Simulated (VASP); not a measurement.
Write the native input for VASP 6.6.1 that does the following.

- Task: single point
- Functional: LDA
- Potentials or basis: VASP PAW LDA potentials, release 64 (Mo_sv, Pd)
- Cutoff: 520 eV
- k mesh: 9 × 9 × 5
- Occupations: methfessel-paxton, width 0.1 eV
- Spin: no spin polarisation
- Dipole correction: no
- Further INCAR settings: ALGO = Normal; EDIFF = 1e-06; NBANDS = 19

The structure of MoPd lies in POSCAR:

```
MoPd
1.0
    2.7173120312      0.0000000000      0.0000000000
   -1.3586560156      2.3532613351      0.0000000000
    0.0000000000      0.0000000000      4.4412014110
Mo Pd
1 1
Direct
    0.6666666667      0.3333333333      0.5000000000
    0.3333333333      0.6666666667      0.0000000000
```

The input as run:

INCAR

```
ALGO     = Normal         # electronic algorithm
EDIFF    = 1E-6           # SCF threshold, eV
ENCUT    = 520            # plane-wave cutoff, eV
ISIF     = 2              # what is computed and relaxed
ISMEAR   = 1              # smearing method
LASPH    = T              # aspherical terms in the spheres
LCHARG   = T              # write CHGCAR
LELF     = T              # ELF
LREAL    = F              # projectors in reciprocal space
LVHAR    = T            
LWAVE    = F              # write WAVECAR
NBANDS   = 19             # bands
NELM     = 100            # most SCF steps
PREC     = Accurate       # precision mode
SIGMA    = 0.1            # smearing width, eV
```

KPOINTS

```
k-points
0
Gamma
  9 9 5
```

Potentials or basis: VASP PAW LDA potentials, release 64 (Mo_sv, Pd).

The run is started by

```sh
$ cat potpaw_LDA.64/Mo_sv/POTCAR potpaw_LDA.64/Pd/POTCAR > POTCAR
$ mpirun -np 1 vasp_std > vasp.out
```

It gave:

```
Pressure               : 5.3 GPa
Band gap on the k mesh : zero (band 12 reaches 13.62 eV, above the bottom of band 13 at 11.57 eV)
```

Run time: 11 s on 1 thread of Intel(R) Xeon(R) Platinum 8488C (Sapphire Rapids), on a shared host, peak memory 0.14 GiB.
